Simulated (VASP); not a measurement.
# Zn5O (P6/mmm) in VASP: further runs

Zn5O is run at these levels: PBE; tasks: single point.

All numbers are computed with VASP 6.6.1; they aren't measurements. Logs are shortened: lines on timing, memory, paths and dates and some standing lists are left out, and cuts for length are marked.

**1. The cell of the first run**

Symmetry: P6/mmm, No. 191, hexagonal system. Conventional cell: a = 4.922 Å, b = 4.922 Å, c = 4.136 Å, α = 90.00°, β = 90.00°, γ = 120.00°. Zn (site symmetry mmm) has 8 Zn at 2.46 to 2.51 Å within 3.2 Å. Zn (site symmetry -6m2) has 9 Zn at 2.51 to 2.84 Å and 3 O at 2.84 Å within 3.3 Å. O (site symmetry 6/mmm) has 18 Zn at 2.84 to 3.21 Å within 3.7 Å.

**2. Single point, PBE, collinear spin, ferromagnetic start**

INCAR reads:

```
SYSTEM = Zn5O
PREC = Accurate
ENCUT = 520
EDIFF = 1E-6
ISMEAR = 0
SIGMA = 0.1
LREAL = .False.
LASPH = .True.
NELM = 150
ALGO = Normal
ISIF = 2
LWAVE = .False.
LCHARG = .True.
ISPIN = 2
MAGMOM = 0 0 0 0 0 1
LORBIT = 11
GGA = PE
LELF = .True.
LVHAR = .True.
NBANDS = 46
```

KPOINTS reads:

```
regular mesh
0
Gamma
  6 6 4
  0 0 0
```

POSCAR reads:

```
Zn5O
1.0
    4.9224642100      0.0000000000      0.0000000000
   -2.4612321000      4.2629790500      0.0000000000
    0.0000000000      0.0000000000      4.1359137800
Zn O
5 1
Direct
    0.0000000000      0.5000000000      0.5000000000
    0.3333333300      0.6666666700      0.0000000000
    0.6666666700      0.3333333300      0.0000000000
    0.5000000000      0.0000000000      0.5000000000
    0.5000000000      0.5000000000      0.5000000000
    0.0000000000      0.0000000000      0.0000000000
```

Potentials or basis: VASP PAW PBE potentials, release 64 (Zn, O).

The run is started by

```sh
$ cat potpaw_PBE.64/Zn/POTCAR potpaw_PBE.64/O/POTCAR > POTCAR
$ mpirun -np 1 vasp_std > vasp.out
```

OUTCAR:

```text
SYSTEM = Zn5O
   PREC = Accurate
   ENCUT = 520
   EDIFF = 1E-6
   ISMEAR = 0
   LREAL = .False.
   LASPH = .True.
   NELM = 150
   ISIF = 2
   ISPIN = 2
   LORBIT = 11
   GGA = PE

 ion  position               nearest neighbor table
   1  0.000  0.500  0.500-   4 2.46   4 2.46   5 2.46   5 2.46   2 2.51   3 2.51   2 2.51   3 2.51

   2  0.333  0.667  0.000-   4 2.51   4 2.51   1 2.51   1 2.51   5 2.51   5 2.51   3 2.84   3 2.84
                             3 2.84
   3  0.667  0.333  0.000-   4 2.51   4 2.51   1 2.51   1 2.51   5 2.51   5 2.51   2 2.84   2 2.84
                             2 2.84
   4  0.500  0.000  0.500-   5 2.46   5 2.46   1 2.46   1 2.46   2 2.51   3 2.51   3 2.51   2 2.51

   5  0.500  0.500  0.500-   4 2.46   4 2.46   1 2.46   1 2.46   2 2.51   3 2.51   3 2.51   2 2.51

   6  0.000  0.000  0.000-

  LATTYP: Found a hexagonal cell.
 ALAT       =     4.9224642100
 C/A-ratio  =     0.8402120571

  Lattice vectors:

 A1 = (   4.9224642100,   0.0000000000,   0.0000000000)
 A2 = (  -2.4612321000,   4.2629790500,   0.0000000000)
 A3 = (   0.0000000000,   0.0000000000,   4.1359137800)

Analysis of symmetry for initial positions (statically):
=====================================================================
 Subroutine PRICEL returns:
 Original cell was already a primitive cell.

 Routine SETGRP: Setting up the symmetry group for a
 hexagonal supercell.

 Subroutine GETGRP returns: Found 24 space group operations
 (whereof 24 operations were pure point group operations)
 out of a pool of 24 trial point group operations.

The static configuration has the point symmetry D_6h.

Analysis of symmetry for dynamics (positions and initial velocities):
=====================================================================
 Subroutine PRICEL returns:
 Original cell was already a primitive cell.

 Routine SETGRP: Setting up the symmetry group for a
 hexagonal supercell.

 Subroutine GETGRP returns: Found 24 space group operations
 (whereof 24 operations were pure point group operations)
 out of a pool of 24 trial point group operations.

The dynamic configuration has the point symmetry D_6h.

Analysis of structural, dynamic, and magnetic symmetry:
=====================================================================
 Subroutine PRICEL returns:
 Original cell was already a primitive cell.

 Routine SETGRP: Setting up the symmetry group for a
 hexagonal supercell.

 Subroutine GETGRP returns: Found 24 space group operations
 (whereof 24 operations were pure point group operations)
 out of a pool of 24 trial point group operations.

The overall configuration has the point symmetry D_6h.

 Subroutine INISYM returns: Found 24 space group operations
 (whereof 24 operations are pure point group operations),
 and found     1 'primitive' translations

----------------------------------------------------------------------------------------

                                     Primitive cell

  volume of cell :      86.7895

  direct lattice vectors                    reciprocal lattice vectors
     4.922464210  0.000000000  0.000000000     0.203150284  0.117288871  0.000000000
    -2.461232100  4.262979050  0.000000000     0.000000000  0.234577742  0.000000000
     0.000000000  0.000000000  4.135913780     0.000000000  0.000000000  0.241784537

  length of vectors
     4.922464210  4.922464203  4.135913780     0.234577742  0.234577742  0.241784537

  position of ions in fractional coordinates (direct lattice)
     0.000000000  0.500000000  0.500000000
     0.333333330  0.666666670  0.000000000
     0.666666670  0.333333330  0.000000000
     0.500000000  0.000000000  0.500000000
     0.500000000  0.500000000  0.500000000
     0.000000000  0.000000000  0.000000000

  ion indices of the primitive-cell ions
   primitive index   ion index
                 1           1
                 2           2
                 3           3
                 4           4
                 5           5
                 6           6

----------------------------------------------------------------------------------------

 KPOINTS: regular mesh

Automatic generation of k-mesh.
 Grid dimensions read from file:
 generate k-points for:    6    6    4

 Generating k-lattice:

  Cartesian coordinates                     Fractional coordinates (reciprocal lattice)
     0.033858381  0.019548145  0.000000000     0.166666667  0.000000000  0.000000000
     0.000000000  0.039096290  0.000000000     0.000000000  0.166666667  0.000000000
     0.000000000  0.000000000  0.060446134     0.000000000  0.000000000  0.250000000

  Length of vectors
     0.039096290  0.039096290  0.060446134

  Shift w.r.t. Gamma in fractional coordinates (k-lattice)
     0.000000000  0.000000000  0.000000000

 Subroutine IBZKPT returns following result:
 ===========================================

 Found     21 irreducible k-points:

 Following reciprocal coordinates:
            Coordinates               Weight
  0.000000  0.000000  0.000000      1.000000
  0.166667  0.000000  0.000000      6.000000
  0.333333  0.000000  0.000000      6.000000
  0.500000 -0.000000  0.000000      3.000000
  0.166667  0.166667  0.000000      6.000000
  0.333333  0.166667  0.000000     12.000000
[... 13 lines left out ...]
  0.333333  0.166667  0.500000     12.000000
  0.333333  0.333333  0.500000      2.000000
   k-points           NKPTS =     21   k-points in BZ     NKDIM =     21   number of bands    NBANDS=     46
   number of dos      NEDOS =    301   number of ions     NIONS =      6
   total plane-waves  NPLWV =  51200
   dimension x,y,z NGX =    40 NGY =   40 NGZ =   32
   dimension x,y,z NGXF=    80 NGYF=   80 NGZF=   64
   ions per type =               5   1
   NGX,Y,Z   is equivalent  to a cutoff of  13.51, 13.51, 12.86 a.u.
   NGXF,Y,Z  is equivalent  to a cutoff of  27.02, 27.02, 25.73 a.u.
 SYSTEM =  Zn5O
   PREC   = accura    normal or accurate (medium, high low for compatibility)
   ISTART =      0    job   : 0-new  1-cont  2-samecut
   ICHARG =      2    charge: 1-file 2-atom 10-const
   ISPIN  =      2    spin polarized calculation?
   LNONCOLLINEAR =      F non collinear calculations
   LSORBIT =      F    spin-orbit coupling
   LASPH  =      T    aspherical Exc in radial PAW
   ENCUT  =  520.0 eV  38.22 Ry    6.18 a.u.   9.15  9.15  7.69*2*pi/ulx,y,z
   NELM   =    150;   NELMIN=  2; NELMDL= -5     # of ELM steps
   EDIFF  = 0.1E-05   stopping-criterion for ELM
   LREAL  =      F    real-space projection
   EDIFFG = 0.1E-04   stopping-criterion for IOM
   NSW    =      0    number of steps for IOM
   IBRION =     -1    ionic relax: 0-MD 1-quasi-New 2-CG
   NFREE  =      0    steps in history (QN), initial steepest desc. (CG)
   ISIF   =      2    stress and relaxation
   ISYM   =      2    0-nonsym 1-usesym 2-fastsym
   POTIM  = 0.5000    time-step for ionic-motion
   TEBEG  =    0.0;   TEEND  =   0.0 temperature during run
   PSTRESS=    0.0 pullay stress
   NELECT =      66.0000    total number of electrons
   NUPDOWN=      -1.0000    fix difference up-down
   EMIN   =  10.00;   EMAX   =-10.00  energy-range for DOS
   EFERMI =   0.00;   METHOD = LEGACY
   ISMEAR =     0;   SIGMA  =   0.10  broadening in eV -4-tet -1-fermi 0-gaus
   EFERMI_NEDOS =   21; number of points for ismear=-14 and -15
   IALGO  =     38    algorithm
   IMIX   =      4    mixing-type and parameters
     AMIX     =   0.40;   BMIX     =  1.00
     AMIX_MAG =   1.60;   BMIX_MAG =  1.00
  volume/ion in A,a.u.               =      14.46        97.61
  Fermi-wavevector in a.u.,A,eV,Ry     =   1.494286  2.823791 30.380322  2.232891
  Thomas-Fermi vector in A             =   2.606578
   LORBIT       =     11    0 simple, 1 ext, 2 COOP (PROOUT), +10 PAW based schemes
   GGA     = PE    functional components
   LHFCALC =     F    Hartree Fock is set to
   AEXX    =    0.0000 exact exchange contribution
   IVDW    =     0    specifies the selected vdW correction
   LEPSILON=     F    determine dielectric tensor
   LRPA    =     F    only Hartree local field effects (RPA)
 spin polarized calculation
 Gauss-broadening in eV      SIGMA  =   0.10
  energy-cutoff  :      520.00
  volume of cell :       86.79
 maximum number of plane-waves:      2362
 NGX is ok and might be reduce to    40
   NGX = 19   NGY = 19   NGZ = 15

 number of electron      65.9999953 magnetization       0.0024050

 number of electron      65.9999953 magnetization      -0.0002288

 Free energy of the ion-electron system (eV)
  ---------------------------------------------------
  ext. energy  EPLUGINS =         0.00000000
  ---------------------------------------------------
  free energy    TOTEN  =        -8.36749592 eV

  energy without entropy =       -8.33579356  energy(sigma->0) =       -8.35164474

 E-fermi :   2.4758     XC(G=0): -11.2113

 val. band max:        2.4455694110   @ k =   0.3333   0.0000   0.0000
 cond. band min:       2.4765404606   @ k =   0.1667   0.1667   0.2500
 fundamental gap:      0.0309710496
 Fermi energy:         2.4757739848

 spin component 1

 k-point     1 :       0.0000    0.0000    0.0000
  band No.  band energies     occupation
      1     -13.7072      1.00000
      2      -8.1575      1.00000
      3      -6.3671      1.00000
      4      -6.3076      1.00000
      5      -6.3076      1.00000
      6      -6.2261      1.00000
[... 37 lines left out ...]
     44      11.0835      0.00000
     45      13.3217      0.00000

 k-point     2 :       0.1667    0.0000    0.0000
  band No.  band energies     occupation
      1     -13.6921      1.00000
      2      -8.0281      1.00000
      3      -6.3258      1.00000
      4      -6.2970      1.00000
      5      -6.2215      1.00000
      6      -6.2211      1.00000
[... 904 lines left out ...]
 k-point    21 :       0.3333    0.3333    0.5000
  band No.  band energies     occupation
      1     -13.6070      1.00000
      2      -6.4132      1.00000
      3      -6.4132      1.00000
      4      -6.2885      1.00000
      5      -6.2885      1.00000
      6      -6.1552      1.00000
[... 37 lines left out ...]
     44      14.2388      0.00000
     45      14.2388      0.00000
 Fermi energy:         2.4757739848

 spin component 2

 k-point     1 :       0.0000    0.0000    0.0000
  band No.  band energies     occupation
      1     -13.7073      1.00000
      2      -8.1575      1.00000
      3      -6.3671      1.00000
      4      -6.3076      1.00000
      5      -6.3076      1.00000
      6      -6.2261      1.00000
[... 37 lines left out ...]
     44      11.0835      0.00000
     45      13.3216      0.00000

 k-point     2 :       0.1667    0.0000    0.0000
  band No.  band energies     occupation
      1     -13.6922      1.00000
      2      -8.0281      1.00000
      3      -6.3258      1.00000
      4      -6.2970      1.00000
      5      -6.2215      1.00000
      6      -6.2211      1.00000
[... 904 lines left out ...]
 k-point    21 :       0.3333    0.3333    0.5000
  band No.  band energies     occupation
      1     -13.6071      1.00000
      2      -6.4132      1.00000
      3      -6.4132      1.00000
      4      -6.2886      1.00000
      5      -6.2886      1.00000
      6      -6.1552      1.00000
[... 37 lines left out ...]
     44      14.2388      0.00000
     45      14.2388      0.00000
 [bands above 45 left out]

------------------------ aborting loop because EDIFF is reached ----------------------------------------

  FORCE on cell =-STRESS in cart. coord.  units (eV):
  Direction    XX          YY          ZZ          XY          YZ          ZX
  --------------------------------------------------------------------------------------
  -------------------------------------------------------------------------------------
  Total        3.6376353      3.6376353      6.5575687      0.0000000     -0.0000000      0.0000000
  in kB       67.1525485     67.1525484    121.0559631      0.0000001     -0.0000000      0.0000000
  external PRESSURE =      85.1203533 kB  Pullay stress =       0.0000000 kB

 VOLUME and BASIS-vectors are now :
 -----------------------------------------------------------------------------
  energy-cutoff  :      520.00
  volume of cell :       86.79
      direct lattice vectors                 reciprocal lattice vectors
     4.922464210  0.000000000  0.000000000     0.203150284  0.117288871  0.000000000
    -2.461232100  4.262979050  0.000000000     0.000000000  0.234577742  0.000000000
     0.000000000  0.000000000  4.135913780     0.000000000  0.000000000  0.241784537

 POSITION                                       TOTAL-FORCE (eV/Angst)
 -----------------------------------------------------------------------------------
     -1.23062      2.13149      2.06796         0.000000      0.000000      0.000000
     -0.00000      2.84199      0.00000        -0.000000      0.000000      0.000000
      2.46123      1.42099      0.00000         0.000000     -0.000000      0.000000
      2.46123      0.00000      2.06796         0.000000      0.000000      0.000000
      1.23062      2.13149      2.06796         0.000000      0.000000      0.000000
      0.00000      0.00000      0.00000         0.000000      0.000000      0.000000
 -----------------------------------------------------------------------------------
    total drift:                               -0.000000     -0.000000     -0.000000

  FREE ENERGIE OF THE ION-ELECTRON SYSTEM (eV)
  ---------------------------------------------------
  free  energy   TOTEN  =        -8.3674959245 eV

  energy  without entropy=       -8.3357935627  energy(sigma->0) =       -8.35164474

 total charge

# of ion       s       p       d       tot
------------------------------------------
    1        0.654   0.511   9.737  10.901
    2        0.629   0.465   9.730  10.823
    3        0.629   0.465   9.730  10.823
    4        0.654   0.511   9.737  10.901
    5        0.654   0.511   9.737  10.901
    6        1.607   3.133   0.000   4.740
--------------------------------------------------
tot          4.827   5.594  48.670  59.090

 magnetization (x)

# of ion       s       p       d       tot
------------------------------------------
    1       -0.000   0.000   0.000  -0.000
    2       -0.000   0.000  -0.000  -0.000
    3       -0.000   0.000  -0.000  -0.000
    4       -0.000   0.000   0.000  -0.000
    5       -0.000   0.000   0.000  -0.000
    6        0.000   0.000   0.000   0.000
--------------------------------------------------
tot         -0.000   0.000   0.000  -0.000
```

Wall time 3.5 min (1 thread of Intel Xeon Platinum 8488C (Sapphire Rapids), shared host); peak memory 0.31 GiB.

Results:

```yaml
Free_energy: -8.3675 eV
Pressure: 8.5 GPa
Band_gap_on_the_k_mesh: zero (filled and empty bands overlap)
Net_moment: 0.00 μB per cell
Valence_electrons_inside_the_program's_atomic_spheres: Zn 10.90, 10.82; O 4.74
```

Levels at points of the mesh, in eV from the Fermi level:
Spin up:
```
           k point  band 30  band 31  band 32  band 33  band 34  band 35  band 36  band 37
(0.00, 0.00, 0.00)    -2.40    -2.40    -0.95    -0.95    -0.09     1.43     2.13     2.13
(0.50, 0.00, 0.00)    -1.45    -1.15    -0.80     0.02     0.09     2.24     3.05     3.30
(0.00, 0.00, 0.50)    -1.81    -1.81    -1.18     0.37     0.37     1.59     1.59     1.67
(0.50, 0.00, 0.50)    -3.34    -2.71    -2.20    -0.34    -0.09     1.53     1.66     4.41
```
Spin down:
```
           k point  band 31  band 32  band 33  band 34  band 35  band 36
(0.00, 0.00, 0.00)    -2.40    -0.95    -0.95    -0.09     1.43     2.13
(0.50, 0.00, 0.00)    -1.15    -0.80     0.02     0.09     2.24     3.05
(0.00, 0.00, 0.50)    -1.81    -1.18     0.37     0.37     1.59     1.59
(0.50, 0.00, 0.50)    -2.71    -2.20    -0.34    -0.09     1.53     1.66
```

Caveat: the k points lie up to 0.38 Å⁻¹ apart.

**3. Single point, PBE, collinear spin, ferromagnetic start**

This run uses another cell than the first one, of 15.88 Å³/atom, 1.098 times its volume.

INCAR is that of step 2.

KPOINTS is that of step 2.

POSCAR reads:

```
Zn5O
1.0
    4.9939649727     -0.0000000029      0.0000000000
   -2.4969824838      4.3249005334      0.0000000000
    0.0000000000      0.0000000000      4.4114295251
Zn O
5 1
Direct
    0.0000000000      0.5000000000      0.5000000000
    0.3333333333      0.6666666667      0.0000000000
    0.6666666667      0.3333333333      0.0000000000
    0.5000000000      0.0000000000      0.5000000000
    0.5000000000      0.5000000000      0.5000000000
    0.0000000000      0.0000000000      0.0000000000
```

Potentials or basis: VASP PAW PBE potentials, release 64 (Zn, O).

The run is started by

```sh
$ cat potpaw_PBE.64/Zn/POTCAR potpaw_PBE.64/O/POTCAR > POTCAR
$ mpirun -np 1 vasp_std > vasp.out
```

It took 3.3 min on 1 thread of Intel Xeon Platinum 8488C (Sapphire Rapids), shared host; peak memory 0.34 GiB.

It converged, with:

```
Free energy                                           : -8.6144 eV
Pressure                                              : -0.1 GPa
Band gap on the k mesh                                : zero (filled and empty bands overlap)
Net moment                                            : 0.00 μB per cell
Valence electrons inside the program's atomic spheres : Zn 10.81, 10.71; O 4.73
```

Stress tensor (GPa, compression positive):
```
-0.23  0.00  0.00
 0.00 -0.23  0.00
 0.00  0.00  0.08
```

Levels at points of the mesh, in eV from the Fermi level:
Spin up:
| k point | band 30 | band 31 | band 32 | band 33 | band 34 | band 35 | band 36 | band 37 |
| --- | --- | --- | --- | --- | --- | --- | --- | --- |
| (0.00, 0.00, 0.00) | -2.04 | -2.04 | -0.63 | -0.63 | -0.08 | 0.51 | 2.09 | 2.09 |
| (0.50, 0.00, 0.00) | -1.31 | -1.17 | -0.55 | -0.12 | 0.11 | 1.97 | 2.19 | 2.50 |
| (0.00, 0.00, 0.50) | -1.61 | -1.61 | -1.00 | 0.73 | 0.73 | 1.47 | 1.67 | 1.67 |
| (0.50, 0.00, 0.50) | -3.10 | -2.39 | -1.87 | -0.24 | -0.17 | 1.38 | 1.83 | 4.30 |
Spin down:
| k point | band 31 | band 32 | band 33 | band 34 | band 35 | band 36 |
| --- | --- | --- | --- | --- | --- | --- |
| (0.00, 0.00, 0.00) | -2.04 | -0.63 | -0.63 | -0.08 | 0.51 | 2.09 |
| (0.50, 0.00, 0.00) | -1.17 | -0.55 | -0.12 | 0.11 | 1.97 | 2.19 |
| (0.00, 0.00, 0.50) | -1.62 | -1.00 | 0.73 | 0.73 | 1.47 | 1.67 |
| (0.50, 0.00, 0.50) | -2.40 | -1.87 | -0.24 | -0.17 | 1.37 | 1.83 |
